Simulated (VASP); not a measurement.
# Ir (P6_3/mmc) in VASP: a series of runs, part 3 of 3

VASP 6.6.1. The steps go on from the part before.

## Step 4: Single point, PBE, collinear spin, ferromagnetic start (volume scaled by 0.92)

The input, INCAR:

```
SYSTEM = Ir
PREC     = Accurate       ! precision mode
ENCUT    = 520            ! plane-wave cutoff, eV
EDIFF    = 1E-7           ! SCF threshold, eV
ISMEAR   = -1             ! smearing method
SIGMA    = 0.05           ! smearing width, eV
LREAL    = .FALSE.        ! projectors in reciprocal space
LASPH    = .TRUE.         ! aspherical terms in the spheres
NELM     = 150            ! most SCF steps
ALGO     = Normal         ! electronic algorithm
ISIF     = 2              ! what is computed and relaxed
LWAVE    = .FALSE.        ! write WAVECAR
LCHARG   = .FALSE.        ! write CHGCAR
ISPIN    = 2              ! spin polarisation
MAGMOM   = 1 1 1 1        ! initial moments
LORBIT   = 11             ! projections on sites
LMAXMIX  = 4              ! l up to which the mixer works
GGA      = PE             ! functional
NBANDS   = 30             ! bands
```

The input, KPOINTS:

```
regular mesh
0
G
  17 17 5
  0 0 0
```

The input, POSCAR:

```
Ir
1.0
    2.6630665034      0.0000000000      0.0000000000
   -1.3315332517      2.3062832439      0.0000000000
    0.0000000000      0.0000000000      8.7065349428
Ir
4
Direct
    0.0000000000      0.0000000000      1.0000000000
    0.0000000000      0.0000000000      0.5000000000
    0.3333333333      0.6666666667      0.2500000000
    0.6666666667      0.3333333333      0.7500000000
```

Potentials or basis: VASP PAW PBE potentials, release 64 (Ir).

The run is started by

```sh
cat potpaw_PBE.64/Ir/POTCAR > POTCAR
mpirun -np 1 vasp_std > vasp.out
```

OUTCAR:

```text
SYSTEM = Ir
   PREC = Accurate
   ENCUT = 520
   EDIFF = 1E-7
   ISMEAR = -1
   LREAL = .FALSE.
   LASPH = .TRUE.
   NELM = 150
   ISIF = 2
   ISPIN = 2
   LORBIT = 11
   GGA = PE

 ion  position               nearest neighbor table
   1  0.000  0.000  0.000-   3 2.66   4 2.66   3 2.66   4 2.66   4 2.66   3 2.66
   2  0.000  0.000  0.500-   3 2.66   4 2.66   3 2.66   4 2.66   4 2.66   3 2.66
   3  0.333  0.667  0.250-   1 2.66   2 2.66   1 2.66   2 2.66   1 2.66   2 2.66
   4  0.667  0.333  0.750-   1 2.66   2 2.66   1 2.66   2 2.66   1 2.66   2 2.66

  LATTYP: Found a hexagonal cell.
 ALAT       =     2.6630665034
 C/A-ratio  =     3.2693644457

  Lattice vectors:

 A1 = (   2.6630665034,   0.0000000000,   0.0000000000)
 A2 = (  -1.3315332517,   2.3062832439,   0.0000000000)
 A3 = (   0.0000000000,   0.0000000000,   8.7065349428)

Analysis of symmetry for initial positions (statically):
=====================================================================
 Subroutine PRICEL returns:
 Original cell was already a primitive cell.

 Routine SETGRP: Setting up the symmetry group for a
 hexagonal supercell.

 Subroutine GETGRP returns: Found 24 space group operations
 (whereof 12 operations were pure point group operations)
 out of a pool of 24 trial point group operations.

The static configuration has the point symmetry D_3d.
 The point group associated with its full space group is D_6h.

Analysis of symmetry for dynamics (positions and initial velocities):
=====================================================================
 Subroutine PRICEL returns:
 Original cell was already a primitive cell.

 Routine SETGRP: Setting up the symmetry group for a
 hexagonal supercell.

 Subroutine GETGRP returns: Found 24 space group operations
 (whereof 12 operations were pure point group operations)
 out of a pool of 24 trial point group operations.

The dynamic configuration has the point symmetry D_3d.
 The point group associated with its full space group is D_6h.

Analysis of structural, dynamic, and magnetic symmetry:
=====================================================================
 Subroutine PRICEL returns:
 Original cell was already a primitive cell.

 Routine SETGRP: Setting up the symmetry group for a
 hexagonal supercell.

 Subroutine GETGRP returns: Found 24 space group operations
 (whereof 12 operations were pure point group operations)
 out of a pool of 24 trial point group operations.

The overall configuration has the point symmetry D_3d.
 The point group associated with its full space group is D_6h.

 Subroutine INISYM returns: Found 24 space group operations
 (whereof 12 operations are pure point group operations),
 and found     1 'primitive' translations

----------------------------------------------------------------------------------------

                                     Primitive cell

  volume of cell :      53.4737

  direct lattice vectors                    reciprocal lattice vectors
     2.663066503  0.000000000  0.000000000     0.375506957  0.216799043  0.000000000
    -1.331533252  2.306283244  0.000000000     0.000000000  0.433598086  0.000000000
     0.000000000  0.000000000  8.706534943     0.000000000  0.000000000  0.114856255

  length of vectors
[... 81 lines left out ...]
   LNONCOLLINEAR =      F non collinear calculations
   LSORBIT =      F    spin-orbit coupling
   LASPH  =      T    aspherical Exc in radial PAW
   ENCUT  =  520.0 eV  38.22 Ry    6.18 a.u.   4.95  4.95 16.19*2*pi/ulx,y,z
   NELM   =    150;   NELMIN=  2; NELMDL= -5     # of ELM steps
   EDIFF  = 0.1E-06   stopping-criterion for ELM
   LREAL  =      F    real-space projection
   EDIFFG = 0.1E-05   stopping-criterion for IOM
   NSW    =      0    number of steps for IOM
   IBRION =     -1    ionic relax: 0-MD 1-quasi-New 2-CG
   NFREE  =      0    steps in history (QN), initial steepest desc. (CG)
   ISIF   =      2    stress and relaxation
   ISYM   =      2    0-nonsym 1-usesym 2-fastsym
   POTIM  = 0.5000    time-step for ionic-motion
   TEBEG  =    0.0;   TEEND  =   0.0 temperature during run
   PSTRESS=    0.0 pullay stress
   NELECT =      36.0000    total number of electrons
   NUPDOWN=      -1.0000    fix difference up-down
   EMIN   =  10.00;   EMAX   =-10.00  energy-range for DOS
   EFERMI =   0.00;   METHOD = LEGACY
   ISMEAR =    -1;   SIGMA  =   0.05  broadening in eV -4-tet -1-fermi 0-gaus
   EFERMI_NEDOS =   21; number of points for ismear=-14 and -15
   IALGO  =     38    algorithm
   IMIX   =      4    mixing-type and parameters
     AMIX     =   0.40;   BMIX     =  1.00
     AMIX_MAG =   1.60;   BMIX_MAG =  1.00
  volume/ion in A,a.u.               =      13.37        90.21
  Fermi-wavevector in a.u.,A,eV,Ry     =   1.434814  2.711406 28.010202  2.058692
  Thomas-Fermi vector in A             =   2.554181
   LORBIT       =     11    0 simple, 1 ext, 2 COOP (PROOUT), +10 PAW based schemes
   GGA     = PE    functional components
   LHFCALC =     F    Hartree Fock is set to
   AEXX    =    0.0000 exact exchange contribution
   IVDW    =     0    specifies the selected vdW correction
   LEPSILON=     F    determine dielectric tensor
   LRPA    =     F    only Hartree local field effects (RPA)
 spin polarized calculation
  energy-cutoff  :      520.00
  volume of cell :       53.47
 maximum number of plane-waves:      1483
 NGX is ok and might be reduce to    20
   NGX =  9   NGY =  9   NGZ = 33

 number of electron      36.0000001 magnetization      -0.0041179

 number of electron      36.0000001 magnetization       0.0000807

 Free energy of the ion-electron system (eV)
  ---------------------------------------------------
  ext. energy  EPLUGINS =         0.00000000
  ---------------------------------------------------
  free energy    TOTEN  =       -34.78497742 eV

  energy without entropy =      -34.75821151  energy(sigma->0) =      -34.77159446

 E-fermi :  11.4472     XC(G=0): -14.3282

 val. band max:       11.4387244761   @ k =   0.2941   0.1176   0.0000
 cond. band min:      11.4531521698   @ k =   0.4118   0.1765   0.0000
 fundamental gap:      0.0144276937
 Fermi energy:        11.4472430367

 spin component 1

 k-point     1 :       0.0000    0.0000    0.0000
  band No.  band energies     occupation
      1      -0.3228      1.00000
      2       1.9718      1.00000
      3       1.9847      1.00000
      4       2.6966      1.00000
      5       6.6447      1.00000
      6       6.6846      1.00000
[... 781 lines left out ...]
     29      26.1660      0.00000
     30      27.3233      0.00000

 [... further k-points ...]

 spin component 2

 k-point     1 :       0.0000    0.0000    0.0000
  band No.  band energies     occupation
      1      -0.3228      1.00000
      2       1.9719      1.00000
      3       1.9847      1.00000
      4       2.6966      1.00000
      5       6.6447      1.00000
      6       6.6847      1.00000
[... 781 lines left out ...]
     29      26.1660      0.00000
     30      27.3232      0.00000

 [... further k-points ...]
[... 5 lines left out ...]
  --------------------------------------------------------------------------------------
  -------------------------------------------------------------------------------------
  Total       12.1954679     12.1954679     12.1189251      0.0000000      0.0000000     -0.0000000
  in kB      365.4004230    365.4004230    363.1070494      0.0000000      0.0000000     -0.0000000
  external PRESSURE =     364.6359651 kB  Pullay stress =       0.0000000 kB

 VOLUME and BASIS-vectors are now :
 -----------------------------------------------------------------------------
  energy-cutoff  :      520.00
  volume of cell :       53.47
      direct lattice vectors                 reciprocal lattice vectors
     2.663066503  0.000000000  0.000000000     0.375506957  0.216799043  0.000000000
    -1.331533252  2.306283244  0.000000000     0.000000000  0.433598086  0.000000000
     0.000000000  0.000000000  8.706534943     0.000000000  0.000000000  0.114856255

 POSITION                                       TOTAL-FORCE (eV/Angst)
 -----------------------------------------------------------------------------------
      0.00000      0.00000      0.00000        -0.000000      0.000000     -0.000000
      0.00000      0.00000      4.35327        -0.000000      0.000000     -0.000000
     -0.00000      1.53752      2.17663         0.000000      0.000000     -0.000000
      1.33153      0.76876      6.52990         0.000000     -0.000000      0.000000
 -----------------------------------------------------------------------------------
    total drift:                                0.000000     -0.000000      0.000000

  FREE ENERGIE OF THE ION-ELECTRON SYSTEM (eV)
  ---------------------------------------------------
  free  energy   TOTEN  =       -34.7849774172 eV

  energy  without entropy=      -34.7582115105  energy(sigma->0) =      -34.77159446

 total charge

# of ion       s       p       d       tot
------------------------------------------
    1        0.707   0.825   7.070   8.602
    2        0.707   0.825   7.070   8.602
    3        0.708   0.830   7.078   8.616
    4        0.708   0.830   7.078   8.616
--------------------------------------------------
tot          2.829   3.310  28.296  34.435

 magnetization (x)

# of ion       s       p       d       tot
------------------------------------------
    1        0.000   0.000  -0.000   0.000
    2        0.000   0.000  -0.000   0.000
    3        0.000   0.000  -0.000   0.000
    4        0.000   0.000  -0.000   0.000
--------------------------------------------------
tot          0.000   0.000  -0.000   0.000
```

Wall time 6.3 min (1 thread of Oxide Virtual Turin-like, shared host); peak memory 0.31 GiB.

What came out:

| Quantity | Value |
| --- | --- |
| Free energy | -34.7850 eV |
| Pressure | 36.5 GPa |
| Band gap on the k mesh | zero (filled and empty bands overlap) |
| Net moment | 0.00 μB per cell |
| Valence electrons inside the program's atomic spheres | Ir 8.60, 8.62 |

Levels at points of the mesh, in eV from the Fermi level:
Spin up:
| k point | band 16 | band 17 | band 18 | band 19 | band 20 | band 21 |
| --- | --- | --- | --- | --- | --- | --- |
| (0.00, 0.00, 0.00) | -1.97 | -1.97 | -1.13 | -1.13 | -0.95 | -0.38 |
Spin down:
```tsv
k point	band 14	band 15	band 16	band 17	band 18	band 19	band 20	band 21	band 22	band 23
(0.00, 0.00, 0.00)	-3.64	-3.64	-1.97	-1.97	-1.13	-1.13	-0.95	-0.38	-0.38	0.77
```

Caveat: spin-orbit coupling is left out, which moves the levels of the heavy elements.

## Step 5: Single point, PBE, collinear spin, ferromagnetic start (volume scaled by 0.96)

The input, INCAR:

```
PREC     = Accurate       # precision mode
ENCUT    = 520            # plane-wave cutoff, eV
EDIFF    = 1E-6           # SCF threshold, eV
ISMEAR   = -1             # smearing method
SIGMA    = 0.05           # smearing width, eV
LREAL    = F              # projectors in reciprocal space
LASPH    = T              # aspherical terms in the spheres
NELM     = 150            # most SCF steps
ALGO     = Normal         # electronic algorithm
ISIF     = 2              # what is computed and relaxed
LWAVE    = F              # write WAVECAR
LCHARG   = F              # write CHGCAR
ISPIN    = 2              # spin polarisation
MAGMOM   = 1 1 1 1        # initial moments
LORBIT   = 11             # projections on sites
LMAXMIX  = 4              # l up to which the mixer works
GGA      = PE             # functional
NBANDS   = 30             # bands
```

The input, KPOINTS:

```
Automatic mesh
0
Gamma
  17 17 5
```

The input, POSCAR:

```
Ir
1.0
    2.7011154512      0.0000000000      0.0000000000
   -1.3505577256      2.3392345993      0.0000000000
    0.0000000000      0.0000000000      8.8309308199
Ir
4
Direct
    0.0000000000      0.0000000000      1.0000000000
    0.0000000000      0.0000000000      0.5000000000
    0.3333333333      0.6666666667      0.2500000000
    0.6666666667      0.3333333333      0.7500000000
```

Potentials or basis: VASP PAW PBE potentials, release 64 (Ir).

The run is started by

```sh
cat potpaw_PBE.64/Ir/POTCAR > POTCAR
mpirun -np 1 vasp_std > vasp.out
```

OUTCAR:

```text
PREC = Accurate
   ENCUT = 520
   EDIFF = 1E-6
   ISMEAR = -1
   LREAL = F
   LASPH = T
   NELM = 150
   ISIF = 2
   ISPIN = 2
   LORBIT = 11
   GGA = PE

 ion  position               nearest neighbor table
   1  0.000  0.000  0.000-   3 2.70   4 2.70   4 2.70   3 2.70   4 2.70   3 2.70
   2  0.000  0.000  0.500-   3 2.70   4 2.70   4 2.70   3 2.70   4 2.70   3 2.70
   3  0.333  0.667  0.250-   1 2.70   2 2.70   1 2.70   2 2.70   1 2.70   2 2.70
   4  0.667  0.333  0.750-   1 2.70   2 2.70   1 2.70   2 2.70   1 2.70   2 2.70

  LATTYP: Found a hexagonal cell.
 ALAT       =     2.7011154512
 C/A-ratio  =     3.2693644457
[... 1818 lines left out ...]
     2.701115451  0.000000000  0.000000000     0.370217422  0.213745128  0.000000000
    -1.350557726  2.339234599  0.000000000     0.000000000  0.427490257  0.000000000
     0.000000000  0.000000000  8.830930820     0.000000000  0.000000000  0.113238346

 POSITION                                       TOTAL-FORCE (eV/Angst)
 -----------------------------------------------------------------------------------
      0.00000      0.00000      0.00000         0.000000      0.000000      0.000000
      0.00000      0.00000      4.41547         0.000000      0.000000      0.000000
     -0.00000      1.55949      2.20773         0.000000      0.000000     -0.000000
      1.35056      0.77974      6.62320        -0.000000      0.000000     -0.000000
 -----------------------------------------------------------------------------------
    total drift:                                0.000000     -0.000000      0.000000

  FREE ENERGIE OF THE ION-ELECTRON SYSTEM (eV)
  ---------------------------------------------------
  free  energy   TOTEN  =       -35.1624256319 eV

  energy  without entropy=      -35.1330242181  energy(sigma->0) =      -35.14772493

 total charge

# of ion       s       p       d       tot
------------------------------------------
    1        0.680   0.763   6.999   8.443
    2        0.680   0.763   6.999   8.443
    3        0.681   0.767   7.007   8.456
    4        0.681   0.767   7.007   8.456
--------------------------------------------------
tot          2.723   3.061  28.013  33.797

 magnetization (x)

# of ion       s       p       d       tot
------------------------------------------
    1       -0.000   0.000   0.000   0.000
    2       -0.000   0.000   0.000   0.000
    3       -0.000  -0.000   0.000   0.000
    4       -0.000  -0.000   0.000   0.000
--------------------------------------------------
tot         -0.000   0.000   0.000   0.000
```

OSZICAR:

```text
N       E                     dE             d eps       ncg     rms          rms(c)
DAV:   1     0.374724745686E+03    0.37472E+03   -0.15758E+04 11888   0.121E+03
DAV:   2    -0.222868854056E+02   -0.39701E+03   -0.36620E+03 11892   0.374E+02
DAV:   3    -0.366316188480E+02   -0.14345E+02   -0.13781E+02 13984   0.854E+01
DAV:   4    -0.368725484426E+02   -0.24093E+00   -0.24037E+00 13782   0.948E+00
DAV:   5    -0.368791675049E+02   -0.66191E-02   -0.66187E-02 13890   0.154E+00    0.326E+01
DAV:   6    -0.352888344473E+02    0.15903E+01   -0.23312E+00 14044   0.143E+01    0.138E+01
DAV:   7    -0.351796501458E+02    0.10918E+00   -0.80489E-01 14872   0.796E+00    0.346E+00
DAV:   8    -0.351697340406E+02    0.99161E-02   -0.50906E-02 16080   0.246E+00    0.153E+00
DAV:   9    -0.351710225347E+02   -0.12885E-02   -0.67093E-02 16196   0.297E+00    0.812E-01
DAV:  10    -0.351625658105E+02    0.84567E-02   -0.32463E-02 15596   0.211E+00    0.275E-01
DAV:  11    -0.351624443709E+02    0.12144E-03   -0.23140E-03 13692   0.499E-01    0.761E-02
DAV:  12    -0.351624150121E+02    0.29359E-04   -0.55641E-05 13934   0.666E-02    0.334E-02
DAV:  13    -0.351624189777E+02   -0.39656E-05   -0.81536E-06 13836   0.262E-02    0.177E-02
DAV:  14    -0.351624251775E+02   -0.61998E-05   -0.15019E-06  9976   0.996E-03    0.583E-03
DAV:  15    -0.351624256319E+02   -0.45444E-06   -0.71184E-07  7296   0.822E-03
   1 F= -.35162426E+02 E0= -.35147725E+02  d E =-.294014E-01  mag=     0.0001
```

stdout:

```text
POSCAR found type information on POSCAR Ir
 POSCAR found :  1 types and       4 ions
 scaLAPACK will be used
 LDA part: xc-table for (Slater+PW92), standard interpolation
 POSCAR, INCAR and KPOINTS ok, starting setup
 FFT: planning ... GRIDC
 FFT: planning ... GRID_SOFT
 FFT: planning ... GRID
 WAVECAR not read
 entering main loop
```

It took 5.2 min on 1 thread of Oxide Virtual Turin-like, shared host; peak memory 0.31 GiB.

What came out:

```yaml
Free_energy: -35.1624 eV
Pressure: 16.2 GPa
Band_gap_on_the_k_mesh: zero (filled and empty bands overlap)
Net_moment: 0.00 μB per cell
Valence_electrons_inside_the_program's_atomic_spheres: Ir 8.44, 8.46
```

Stress tensor (GPa, compression positive):
```
16.32  0.00  0.00
 0.00 16.32  0.00
 0.00  0.00 15.99
```

Caveat: spin-orbit coupling is left out, which moves the levels of the heavy elements.

## Step 6: Summary

```tsv
cell	k mesh	gap on the mesh (eV)	pressure (GPa)	moment (μB)
a = 2.738, b = 2.738, c = 8.952 Å, angles 90.0, 90.0, 120.0°, 4 atoms	13 × 13 × 4	none	0.5	0.00
a = 2.624, b = 2.624, c = 8.578 Å, angles 90.0, 90.0, 120.0°, 4 atoms	17 × 17 × 5	none	62.3	0.00
a = 2.663, b = 2.663, c = 8.707 Å, angles 90.0, 90.0, 120.0°, 4 atoms	17 × 17 × 5	none	36.5	0.00
a = 2.701, b = 2.701, c = 8.831 Å, angles 90.0, 90.0, 120.0°, 4 atoms	17 × 17 × 5	none	16.2	0.00
```

Alike in all rows: task single point; level PBE; potentials or basis VASP PAW PBE potentials, release 64 (Ir); spin collinear, ferromagnetic start; cutoff (eV) 520; smearing fermi-dirac 0.05 eV.

Caveats: spin-orbit coupling is left out, which moves the levels of the heavy elements.

Total energies depend on the potentials used, so only differences within one code and one set of settings carry meaning.
